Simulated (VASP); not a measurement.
# NaW16 (a cell with a defect) in VASP: single point with PBE

Aim: the single point of NaW16 (a cell with a defect) with PBE.

Everything below comes from runs of VASP 6.6.1. Logs are shortened: lines on timing, memory, paths and dates and some standing lists are left out, and cuts for length are marked.

## (1) The cell of the first run

The cell holds a defect, 17 atoms: a = 6.320 Å, b = 6.320 Å, c = 6.320 Å, α = 90.00°, β = 90.00°, γ = 90.00°.

## (2) Single point, PBE

Contents of INCAR:

```
SYSTEM = NaW16
PREC = Accurate
ENCUT = 520
EDIFF = 1E-7
ISMEAR = -1
SIGMA = 0.05
LREAL = Auto
LASPH = .True.
NELM = 80
ALGO = Normal
ISIF = 2
LWAVE = .False.
LCHARG = .False.
GGA = PE
NBANDS = 130
```

Contents of KPOINTS:

```
regular mesh
0
Gamma
  2 2 2
  0 0 0
```

Contents of POSCAR:

```
NaW16
1.0
    6.3200000000      0.0000000000      0.0000000000
    0.0000000000      6.3200000000      0.0000000000
    0.0000000000      0.0000000000      6.3200000000
W Na
16 1
Direct
   -0.0006465645     -0.0155440476      0.0017758848
    0.5005869789     -0.0149486251      0.0018368696
   -0.0422332774      0.4657911322     -0.0263909698
   -0.0159776081      0.0082639430      0.5159349373
    0.2501812970      0.2337687847      0.2544422471
    0.5410396354      0.4687453388     -0.0230394254
    0.5166028175      0.0083968721      0.5158925003
    0.7505545894      0.2365311744      0.2540846277
   -0.0005152277      0.4938716979      0.4924172283
    0.2513995313      0.8162385068      0.3250428660
    0.2497411182      0.2478388124      0.7553603236
    0.5008368761      0.4938325640      0.4928431227
    0.7498131858      0.7418050789      0.2495006842
    0.7490782809      0.2342456911      0.7419455006
    0.2502803893      0.7470347576      0.7417220270
    0.7502959706      0.7463338615      0.7442687129
    0.2468982072      0.5912716573      0.0983469630
```

Potentials or basis: VASP PAW PBE potentials, release 64 (W_sv, Na_pv).

The run is started by

```
> cat potpaw_PBE.64/W_sv/POTCAR potpaw_PBE.64/Na_pv/POTCAR > POTCAR
> mpirun -np 1 vasp_std > vasp.out
```

OUTCAR:

```text
SYSTEM = NaW16
   PREC = Accurate
   ENCUT = 520
   EDIFF = 1E-7
   ISMEAR = -1
   LREAL = Auto
   LASPH = .True.
   NELM = 80
   ISIF = 2
   GGA = PE

 ion  position               nearest neighbor table
   1  0.999  0.984  0.002-  13 2.70  16 2.72  15 2.73   5 2.75   8 2.75  14 2.77  11 2.77  10 2.80
                            17 3.00   3 3.06   4 3.08   2 3.15   2 3.17   4 3.25   3 3.29
   2  0.501  0.985  0.002-  13 2.70  16 2.72  15 2.73   5 2.74   8 2.75  14 2.76  11 2.77  10 2.79
                            17 3.02   6 3.07   7 3.08   1 3.15   1 3.17   7 3.25   6 3.28
   3  0.958  0.466  0.974-  17 2.14  14 2.45   6 2.63   8 2.64  16 2.64  11 2.68  13 2.79   5 2.95
                            15 2.95   9 3.06   1 3.06   1 3.29   9 3.29
   4  0.984  0.008  0.516-  10 2.40  14 2.51   8 2.65  16 2.65  11 2.72   5 2.76  15 2.76  13 2.80
                             7 2.95   9 3.07   1 3.08   1 3.25   9 3.26   7 3.37
   5  0.250  0.234  0.254-  17 2.47  10 2.68   9 2.73  12 2.74   2 2.74   1 2.75   4 2.76   7 2.76
                             6 2.94   3 2.95  11 3.16   8 3.16   8 3.16  11 3.17
   6  0.541  0.469  0.977-  17 2.15  14 2.48   3 2.63   8 2.64  16 2.64  11 2.70  13 2.77   5 2.94
                            15 2.95   2 3.07  12 3.07  12 3.27   2 3.28
   7  0.517  0.008  0.516-  10 2.40  14 2.50   8 2.65  16 2.65  11 2.72   5 2.76  15 2.76  13 2.80
                             4 2.95  12 3.07   2 3.08   2 3.25  12 3.26   4 3.37
   8  0.751  0.237  0.254-   3 2.64   6 2.64   4 2.65   7 2.65   9 2.72  12 2.72   1 2.75   2 2.75
                            14 3.08  13 3.13   5 3.16   5 3.16  13 3.19  14 3.24
   9  0.999  0.494  0.492-  13 2.70   8 2.72   5 2.73  15 2.75  16 2.75  11 2.77  14 2.77  10 2.79
                            17 3.00   3 3.06   4 3.07  12 3.15  12 3.17   4 3.26   3 3.29
  10  0.251  0.816  0.325-  17 2.02   7 2.40   4 2.40  15 2.67   5 2.68  12 2.79   2 2.79   9 2.79
                             1 2.80  13 3.22  13 3.24
  11  0.250  0.248  0.755-   3 2.68   6 2.70   4 2.72   7 2.72   9 2.77  12 2.77   2 2.77   1 2.77
                            17 3.07   5 3.16  15 3.16  14 3.16  15 3.17  14 3.17   5 3.17
  12  0.501  0.494  0.493-  13 2.70   8 2.72   5 2.74  15 2.75  16 2.75  14 2.76  11 2.77  10 2.79
                            17 3.03   7 3.07   6 3.07   9 3.15   9 3.17   7 3.26   6 3.27
  13  0.750  0.742  0.250-   1 2.70   2 2.70  12 2.70   9 2.70   6 2.77   3 2.79   7 2.80   4 2.80
                             8 3.13  16 3.13  16 3.19   8 3.19  10 3.22  10 3.24
  14  0.749  0.234  0.742-   3 2.45   6 2.48   7 2.50   4 2.51  12 2.76   2 2.76   9 2.77   1 2.77
                             8 3.08  16 3.08  11 3.16  11 3.17  16 3.24   8 3.24
  15  0.250  0.747  0.742-  17 2.46  10 2.67   1 2.73   2 2.73  12 2.75   9 2.75   4 2.76   7 2.76
                             6 2.95   3 2.95  11 3.16  16 3.16  16 3.16  11 3.17
  16  0.750  0.746  0.744-   3 2.64   6 2.64   4 2.65   7 2.65   1 2.72   2 2.72  12 2.75   9 2.75
                            14 3.08  13 3.13  15 3.16  15 3.16  13 3.19  14 3.24
  17  0.247  0.591  0.098-  10 2.02   3 2.14   6 2.15  15 2.46   5 2.47   1 3.00   9 3.00   2 3.02
                            12 3.03  11 3.07

  LATTYP: Found a simple cubic cell.
 ALAT       =     6.3200000000

  Lattice vectors:

 A1 = (   6.3200000000,   0.0000000000,   0.0000000000)
 A2 = (   0.0000000000,   6.3200000000,   0.0000000000)
 A3 = (   0.0000000000,   0.0000000000,   6.3200000000)

Analysis of symmetry for initial positions (statically):
=====================================================================
 Subroutine PRICEL returns:
 Original cell was already a primitive cell.

 Routine SETGRP: Setting up the symmetry group for a
 simple cubic supercell.

 Subroutine GETGRP returns: Found  1 space group operations
 (whereof  1 operations were pure point group operations)
 out of a pool of 48 trial point group operations.

The static configuration has the point symmetry C_1 .

Analysis of symmetry for dynamics (positions and initial velocities):
=====================================================================
 Subroutine PRICEL returns:
 Original cell was already a primitive cell.

 Routine SETGRP: Setting up the symmetry group for a
 simple cubic supercell.

 Subroutine GETGRP returns: Found  1 space group operations
 (whereof  1 operations were pure point group operations)
 out of a pool of 48 trial point group operations.

The dynamic configuration has the point symmetry C_1 .

 Subroutine INISYM returns: Found  1 space group operations
 (whereof  1 operations are pure point group operations),
 and found     1 'primitive' translations

----------------------------------------------------------------------------------------

                                     Primitive cell

  volume of cell :     252.4360

[... 59 lines left out ...]
     0.000000000  0.079113924  0.000000000     0.000000000  0.500000000  0.000000000
     0.000000000  0.000000000  0.079113924     0.000000000  0.000000000  0.500000000

  Length of vectors
     0.079113924  0.079113924  0.079113924

  Shift w.r.t. Gamma in fractional coordinates (k-lattice)
     0.000000000  0.000000000  0.000000000

 Subroutine IBZKPT returns following result:
 ===========================================

 Found      8 irreducible k-points:

 Following reciprocal coordinates:
            Coordinates               Weight
  0.000000  0.000000  0.000000      1.000000
  0.500000  0.000000  0.000000      1.000000
  0.000000  0.500000  0.000000      1.000000
  0.000000  0.000000  0.500000      1.000000
  0.500000  0.500000  0.000000      1.000000
  0.000000  0.500000  0.500000      1.000000
  0.500000  0.000000  0.500000      1.000000
  0.500000  0.500000  0.500000      1.000000
   k-points           NKPTS =      8   k-points in BZ     NKDIM =      8   number of bands    NBANDS=    130
   number of dos      NEDOS =    301   number of ions     NIONS =     17
   total plane-waves  NPLWV = 110592
   dimension x,y,z NGX =    48 NGY =   48 NGZ =   48
   dimension x,y,z NGXF=    96 NGYF=   96 NGZF=   96
   ions per type =              16   1
   NGX,Y,Z   is equivalent  to a cutoff of  12.63, 12.63, 12.63 a.u.
   NGXF,Y,Z  is equivalent  to a cutoff of  25.25, 25.25, 25.25 a.u.
 SYSTEM =  NaW16
   PREC   = accura    normal or accurate (medium, high low for compatibility)
   ISTART =      0    job   : 0-new  1-cont  2-samecut
   ICHARG =      2    charge: 1-file 2-atom 10-const
   ISPIN  =      1    spin polarized calculation?
   LNONCOLLINEAR =      F non collinear calculations
   LSORBIT =      F    spin-orbit coupling
   LASPH  =      T    aspherical Exc in radial PAW
   ENCUT  =  520.0 eV  38.22 Ry    6.18 a.u.  11.75 11.75 11.75*2*pi/ulx,y,z
   NELM   =     80;   NELMIN=  2; NELMDL= -5     # of ELM steps
   EDIFF  = 0.1E-06   stopping-criterion for ELM
   LREAL  =      T    real-space projection
   EDIFFG = 0.1E-05   stopping-criterion for IOM
   NSW    =      0    number of steps for IOM
   IBRION =     -1    ionic relax: 0-MD 1-quasi-New 2-CG
   NFREE  =      0    steps in history (QN), initial steepest desc. (CG)
   ISIF   =      2    stress and relaxation
   ISYM   =      2    0-nonsym 1-usesym 2-fastsym
   POTIM  = 0.5000    time-step for ionic-motion
   TEBEG  =    0.0;   TEEND  =   0.0 temperature during run
   PSTRESS=    0.0 pullay stress
   NELECT =     231.0000    total number of electrons
   NUPDOWN=      -1.0000    fix difference up-down
   EMIN   =  10.00;   EMAX   =-10.00  energy-range for DOS
   EFERMI =   0.00;   METHOD = LEGACY
   ISMEAR =    -1;   SIGMA  =   0.05  broadening in eV -4-tet -1-fermi 0-gaus
   EFERMI_NEDOS =   21; number of points for ismear=-14 and -15
   IALGO  =     38    algorithm
   IMIX   =      4    mixing-type and parameters
     AMIX     =   0.40;   BMIX     =  1.00
     AMIX_MAG =   1.60;   BMIX_MAG =  1.00
  volume/ion in A,a.u.               =      14.85       100.21
  Fermi-wavevector in a.u.,A,eV,Ry     =   1.589382  3.003497 34.370175  2.526137
  Thomas-Fermi vector in A             =   2.688240
   LORBIT       =      0    0 simple, 1 ext, 2 COOP (PROOUT), +10 PAW based schemes
   GGA     = PE    functional components
   LHFCALC =     F    Hartree Fock is set to
   AEXX    =    0.0000 exact exchange contribution
   IVDW    =     0    specifies the selected vdW correction
   LEPSILON=     F    determine dielectric tensor
   LRPA    =     F    only Hartree local field effects (RPA)
 non-spin polarized calculation
  energy-cutoff  :      520.00
  volume of cell :      252.44
 maximum number of plane-waves:      6859
 NGX is ok and might be reduce to    48
   NGX = 23   NGY = 23   NGZ = 23

 number of electron     230.9999998 magnetization

 Free energy of the ion-electron system (eV)
  ---------------------------------------------------
  ext. energy  EPLUGINS =         0.00000000
  ---------------------------------------------------
  free energy    TOTEN  =      -194.61661479 eV

  energy without entropy =     -194.55890413  energy(sigma->0) =     -194.58775946

 E-fermi :  11.8203     XC(G=0): -13.7714

 val. band max:       11.7804899111   @ k =   0.0000   0.5000   0.5000
 cond. band min:      11.8254945816   @ k =   0.0000   0.0000   0.0000
 fundamental gap:      0.0450046705
 Fermi energy:        11.8202631555

 k-point     1 :       0.0000    0.0000    0.0000
  band No.  band energies     occupation
      1     -62.2208      2.00000
      2     -62.1200      2.00000
      3     -62.0874      2.00000
      4     -62.0760      2.00000
      5     -62.0692      2.00000
      6     -62.0673      2.00000
[... 1029 lines left out ...]
    126      14.0901      0.00000
    127      14.1046      0.00000
 [bands above 127 left out]

------------------------ aborting loop because EDIFF is reached ----------------------------------------

  FORCE on cell =-STRESS in cart. coord.  units (eV):
  Direction    XX          YY          ZZ          XY          YZ          ZX
  --------------------------------------------------------------------------------------
  -------------------------------------------------------------------------------------
  Total       52.2126393     47.9351833     48.0477838      0.4350890     12.0842469      0.4508641
  in kB      331.3866393    304.2381977    304.9528584      2.7614517     76.6970988      2.8615741
  external PRESSURE =     313.5258985 kB  Pullay stress =       0.0000000 kB

 VOLUME and BASIS-vectors are now :
 -----------------------------------------------------------------------------
  energy-cutoff  :      520.00
  volume of cell :      252.44
      direct lattice vectors                 reciprocal lattice vectors
     6.320000000  0.000000000  0.000000000     0.158227848  0.000000000  0.000000000
     0.000000000  6.320000000  0.000000000     0.000000000  0.158227848  0.000000000
     0.000000000  0.000000000  6.320000000     0.000000000  0.000000000  0.158227848

 POSITION                                       TOTAL-FORCE (eV/Angst)
 -----------------------------------------------------------------------------------
      6.31591      6.22176      0.01122        -0.000090      0.015551     -0.003970
      3.16371      6.22552      0.01161         0.006230     -0.019904     -0.002050
      6.05309      2.94380      6.15321        -0.036957      0.006024      0.011381
      6.21902      0.05223      3.26071        -0.027712      0.007173      0.016854
      1.58115      1.47742      1.60808         0.002539      0.023864      0.021062
      3.41937      2.96247      6.17439         0.030361     -0.009746     -0.031737
[... 9 lines left out ...]
      4.74187      4.71683      4.70378        -0.017667     -0.001693     -0.002080
      1.56040      3.73684      0.62155        -0.002590     -0.148036     -0.141930
 -----------------------------------------------------------------------------------
    total drift:                               -0.004474      0.001374      0.002566

  FREE ENERGIE OF THE ION-ELECTRON SYSTEM (eV)
  ---------------------------------------------------
  free  energy   TOTEN  =      -194.6166147920 eV

  energy  without entropy=     -194.5589041318  energy(sigma->0) =     -194.58775946
```

It took 5.4 min on 1 thread of Intel Xeon Platinum 8559C (Emerald Rapids), shared host; peak memory 0.42 GiB.

What came out:

- Free energy: -194.6166 eV
- Pressure: 31.4 GPa
- Largest force: 0.205 eV/Å
- Band gap on the k mesh: zero (an odd number of electrons rules out a gap without spin polarisation)

Forces on the atoms (eV/Å):
```
W    0.000  0.016 -0.004
W    0.006 -0.020 -0.002
W   -0.037  0.006  0.011
W   -0.028  0.007  0.017
W    0.003  0.024  0.021
W    0.030 -0.010 -0.032
W    0.033  0.034  0.052
W   -0.036 -0.013  0.002
W   -0.015  0.000 -0.001
W    0.001  0.139  0.100
W    0.018 -0.024 -0.004
W   -0.009  0.009 -0.017
W    0.040  0.007  0.024
W    0.015 -0.036 -0.019
W   -0.002  0.010 -0.005
W   -0.018 -0.002 -0.002
Na  -0.003 -0.148 -0.142
```

Levels at points of the mesh, in eV from the Fermi level:
| k point | band 113 | band 114 | band 115 | band 116 | band 117 | band 118 |
| --- | --- | --- | --- | --- | --- | --- |
| (0.00, 0.00, 0.00) | -0.34 | 0.01 | 0.28 | 0.44 | 0.58 | 0.61 |
| (0.50, 0.00, 0.00) | -0.80 | -0.45 | -0.34 | 0.10 | 0.22 | 0.35 |
| (0.00, 0.50, 0.00) | -0.77 | -0.56 | -0.08 | 0.17 | 0.20 | 0.38 |
| (0.00, 0.00, 0.50) | -0.77 | -0.56 | -0.08 | 0.16 | 0.19 | 0.38 |
| (0.50, 0.50, 0.00) | -0.93 | -0.54 | -0.46 | -0.42 | -0.10 | 0.12 |
| (0.00, 0.50, 0.50) | -0.79 | -0.75 | -0.51 | -0.44 | -0.04 | 0.35 |
| (0.50, 0.00, 0.50) | -0.93 | -0.55 | -0.45 | -0.42 | -0.10 | 0.11 |
| (0.50, 0.50, 0.50) | -1.74 | -1.57 | -0.64 | 0.35 | 0.48 | 1.10 |

Caveat: the k points lie up to 0.50 Å⁻¹ apart, too coarse for converged energies and pressures of a metal; atoms lie so close that the PAW spheres overlap strongly, which falsifies energies and pressures; spin-orbit coupling is left out, which moves the levels of the heavy elements.
